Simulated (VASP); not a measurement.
Li: relaxation of cell and atoms with RPBE

Crystal: Li.

```xyz
1
Lattice="-1.7547 1.7547 1.7547 1.7547 -1.7547 1.7547 1.7547 1.7547 -1.7547" Properties=species:S:1:pos:R:3 pbc="T T T"
Li    0.0000    0.0000    0.0000
```

```
Program                : VASP 6.6.1
Task                   : relaxation of cell and atoms
Functional             : RPBE
Potentials or basis    : VASP PAW PBE potentials, release 64 (Li_sv)
Cutoff                 : 600 eV
k mesh                 : 11 × 11 × 11
Occupations            : fermi-dirac, width 0.05 eV
Spin                   : no spin polarisation
Dipole correction      : no
Further INCAR settings : ALGO = Normal; EDIFF = 1e-06; IBRION = 2; EDIFFG = -0.01; NSW = 60; ISIF = 3
```

| Property | Result |
| --- | --- |
| Relaxed volume | 20.80 Å³/atom |
| Relaxed cell | a = 3.001 Å, b = 3.001 Å, c = 3.001 Å, α = 109.47°, β = 109.47°, γ = 109.47° |
| Space group after relaxing (to 0.05 Å) | Im-3m (No. 229) |
| Energy gained by relaxing | 1.3 meV/atom |
| Ionic steps | 3 |
| Pressure after relaxing | 0.0 GPa |

The path:
```tsv
step	energy change (eV)	largest force (eV/Å)	pressure (GPa)	volume (Å³)
1	0.0000	0.0000	-0.48	21.61
2	-0.0005	0.0000	-0.37	21.41
3	-0.0013	0.0000	-0.03	20.80
```

Final structure:
```xyz
1
Lattice="-1.7325 1.7325 1.7325 1.7325 -1.7325 1.7325 1.7325 1.7325 -1.7325" Properties=species:S:1:pos:R:3 pbc="T T T"
Li    0.0000    0.0000    0.0000
```

Levels at points of the mesh, in eV from the Fermi level:
| k point | band 1 | band 2 | band 3 | band 4 | band 5 |
| --- | --- | --- | --- | --- | --- |
| (0.00, 0.00, 0.00) | -46.78 | -3.56 | 14.56 | 14.56 | 14.56 |

Run time: 5.5 s on 1 thread of Intel(R) Xeon(R) Platinum 8488C (Sapphire Rapids), on a shared host, peak memory 0.13 GiB.

The cell as given is a measured one (21.61 Å³/atom); RPBE puts the equilibrium volume -3.7 % from it, thermal expansion not counted.

Caveat: the cutoff is under 1.25 times the usual one of these potentials, so pressure, stress and relaxed cells hold a basis-set (Pulay) error; the PAW data sets were made with another functional, which shifts forces and pressure a little.
